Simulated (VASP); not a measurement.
**SnP5: single point with PBE**

Crystal: SnP5.

```xyz
6
Lattice="5.5404 0.0000 0.0000 -2.7702 4.7981 0.0000 0.0000 0.0000 4.3859" Properties=species:S:1:pos:R:3 pbc="T T T"
Sn    0.0000    0.0000    0.0000
P     2.7702    0.0000    2.1930
P     1.3851    2.3991    2.1930
P    -1.3851    2.3991    2.1930
P     0.0000    3.1987    0.0000
P     2.7702    1.5994    0.0000
```

The cell was generated, and may not be a known phase.

| Property | Result |
| --- | --- |
| Program | VASP 6.6.1 |
| Task | single point |
| Functional | PBE |
| Potentials or basis | VASP PAW PBE potentials, release 64 (Sn_d, P) |
| Cutoff | 500 eV |
| k mesh | 6 × 6 × 4 |
| Occupations | gaussian, width 0.1 eV |
| Spin | no spin polarisation |
| Dipole correction | no |
| Further INCAR settings | ALGO = Normal; EDIFF = 1e-06; NBANDS = 28 |

| Item | Value |
| --- | --- |
| Pressure | -7.4 GPa |
| Band gap on the k mesh | zero (an odd number of electrons rules out a gap without spin polarisation) |

Stress tensor (GPa, compression positive):
```
 -6.01   0.00   0.00
  0.00  -6.01   0.00
  0.00   0.00 -10.05
```

Levels at points of the mesh, in eV from the Fermi level:
```
           k point  band 17  band 18  band 19  band 20  band 21  band 22  band 23  band 24
(0.00, 0.00, 0.00)    -1.37    -1.37    -1.12    -1.12     0.39     0.39     2.19     2.58
(0.50, 0.00, 0.00)    -2.22    -1.42    -1.29    -1.21     0.40     0.84     1.57     2.08
(0.00, 0.00, 0.50)    -2.75    -2.75    -1.00     0.96     1.11     3.18     3.70     3.95
(0.50, 0.00, 0.50)    -1.77    -1.14    -1.02    -0.01     0.99     2.02     2.13     2.13
```

Wall time 89 s on 1 thread of Intel Xeon 8259CL, with other jobs on the host, peak memory 0.2 GiB.

Caveat: the cell stands under tension; spin-orbit coupling is left out, which moves the levels of the heavy elements; an odd number of electrons without spin polarisation forces a metal; a magnetic or distorted state may lie lower.
